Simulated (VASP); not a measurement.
Crystal: PbS.

```
CELL_PARAMETERS angstrom
3.57907 0.00000 0.00000
0.00000 3.57907 0.00000
0.00000 0.00000 3.57907
ATOMIC_POSITIONS crystal
Pb 0.00000 0.00000 0.00000
S 0.50000 0.50000 0.50000
```

Base run:

```yaml
Program: VASP 6.6.1
Functional: PBEsol
Potentials_or_basis: VASP PAW PBE potentials, release 64 (Pb_d, S)
Cutoff: 520 eV
k_mesh: 7 × 7 × 7
Occupations: fermi-dirac, width 0.05 eV
Spin: no spin polarisation
```

Its results: band gap on the k mesh zero (band 10 reaches 6.61 eV, above the bottom of band 11 at 6.48 eV); pressure -0.4 GPa.

Problem. The run is repeated on the same cell with these changes: functional from PBEsol to r2SCAN; cutoff from 520 eV to 550 eV. What comes out?

Solution. Band gap on the k mesh 0.14 eV, indirect (least direct gap 1.71 eV); pressure 3.3 GPa.

r2SCAN gives the wider gap, since meta-GGAs in the generalised Kohn-Sham scheme recover part of the derivative discontinuity.

Caveats: the PAW data sets were made with another functional, which shifts forces and pressure a little; spin-orbit coupling is left out, which moves the levels of the heavy elements.

A k mesh can miss the band edges.
